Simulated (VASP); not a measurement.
Set up this calculation in VASP 6.6.1, as the native input.

* Task: relaxation of cell and atoms
* Functional: PBE
* Potentials or basis: VASP PAW PBE potentials, release 64 (Si, Ru_pv)
* Cutoff: 600 eV
* k mesh: 12 × 12 × 12
* Occupations: gaussian, width 0.1 eV
* Spin: no spin polarisation
* Dipole correction: no
* Further INCAR settings: ALGO = Normal; EDIFF = 1e-06; IBRION = 2; EDIFFG = -0.01; NSW = 100; ISIF = 3

The structure of Si3Ru lies in POSCAR:

```
Si3Ru
1.0
    3.8189930400      0.0000000000      0.0000000000
    0.0000000000      3.8189930400      0.0000000000
    0.0000000000      0.0000000000      3.8189930400
Si Ru
3 1
Direct
    0.0000000000      0.5000000000      0.5000000000
    0.5000000000      0.0000000000      0.5000000000
    0.5000000000      0.5000000000      0.0000000000
    0.0000000000      0.0000000000      0.0000000000
```

The cell was built from a structure type or drawn by symmetry, and may not be a known phase.

These files were run (other wordings do the same):

INCAR

```
SYSTEM = Si3Ru
PREC = Accurate
ENCUT = 600
EDIFF = 1E-6
ISMEAR = 0
SIGMA = 0.1
LREAL = .False.
LASPH = .True.
NELM = 80
ALGO = Normal
ISIF = 3
LWAVE = .False.
LCHARG = .False.
GGA = PE
IBRION = 2
NSW = 100
EDIFFG = -0.01
```

KPOINTS

```
regular mesh
0
Gamma
  12 12 12
  0 0 0
```

Potentials or basis: VASP PAW PBE potentials, release 64 (Si, Ru_pv).

The run is started by

```sh
$ cat potpaw_PBE.64/Si/POTCAR potpaw_PBE.64/Ru_pv/POTCAR > POTCAR
$ mpirun -np 1 vasp_std > vasp.out
```

Results of the run:

```
Relaxed volume                        : 13.51 Å³/atom
Relaxed cell                          : a = 3.781 Å, b = 3.781 Å, c = 3.781 Å, α = 90.00°, β = 90.00°, γ = 90.00°
Space group after relaxing (to 0.1 Å) : Pm-3m (No. 221)
Energy gained by relaxing             : 5.4 meV/atom
Ionic steps                           : 3
Pressure after relaxing               : 0.0 GPa
Band gap on the k mesh                : zero (bands 13 and 14 overlap by 1.58 eV)
```

Wall time 78 s on 1 thread of AMD EPYC 9R45 96-Core Processor (Zen 5) (shared host), peak memory 0.22 GiB.
